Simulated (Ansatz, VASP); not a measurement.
# MoH3 in VASP and in Ansatz

```
CELL_PARAMETERS angstrom
0.00000 2.25032 2.25032
2.25032 0.00000 2.25032
2.25032 2.25032 0.00000
ATOMIC_POSITIONS crystal
H 0.25000 0.25000 0.25000
H 0.00000 0.00000 0.00000
H 0.75000 0.75000 0.75000
Mo 0.50000 0.50000 0.50000
```

Alike in both runs: functional PBE; k mesh 4 × 4 × 4; occupations gaussian, width 0.15 eV; no spin polarisation.

Ansatz relaxed the structure, and its values are those at the end. VASP's run is a single point on that final structure, the one shown.

|  | VASP | Ansatz |
| --- | --- | --- |
| version | VASP 6.6.1 | Ansatz 0.2.0 |
| potentials or method | VASP PAW PBE potentials, release 64 (H, Mo_sv), cutoff 500 eV | scalar-relativistic, plane waves, PAW |
| valence electrons in the cell | 17 | 17 |

|  | VASP | Ansatz | Ansatz less VASP |
| --- | --- | --- | --- |
| gap on the k mesh at the Fermi level (eV) | none | none | - |
| pressure (GPa) | -0.2 | -0.2 | -0.01 |

A gap of «none» marks a metal or a gap that the smearing closes.

The k mesh is coarse, so the values compare programs but aren't converged.
